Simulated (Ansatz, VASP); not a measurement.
# KI: VASP beside Ansatz

```xyz
2
Lattice="0.0000 3.5465 3.5465 3.5465 0.0000 3.5465 3.5465 3.5465 0.0000" Properties=species:S:1:pos:R:3 pbc="T T T"
K     0.0000    0.0000    0.0000
I     3.5465    3.5465    3.5465
```

Alike in both runs: task single point; functional PBE; k mesh 6 × 6 × 6; occupations gaussian, width 0.013 eV; no spin polarisation.

```csv
,VASP,Ansatz
version,VASP 6.6.1,Ansatz 0.2.0
potentials or method,"VASP PAW PBE potentials, release 64 (K_sv, I), cutoff 520 eV",PAW plane waves
valence electrons in the cell,16,26
```

VASP gave:

* gap on the k mesh at the Fermi level (eV): 3.94
* pressure (GPa): 0.5

Task: What did Ansatz give for the same quantities?

Result: gap on the k mesh at the Fermi level (eV): 3.94; pressure (GPa): 0.4.

VASP's potentials hold 16 valence electrons a cell and Ansatz's 26, so a difference there can come from the potentials and not from the codes.

Neither program's run includes spin-orbit coupling.
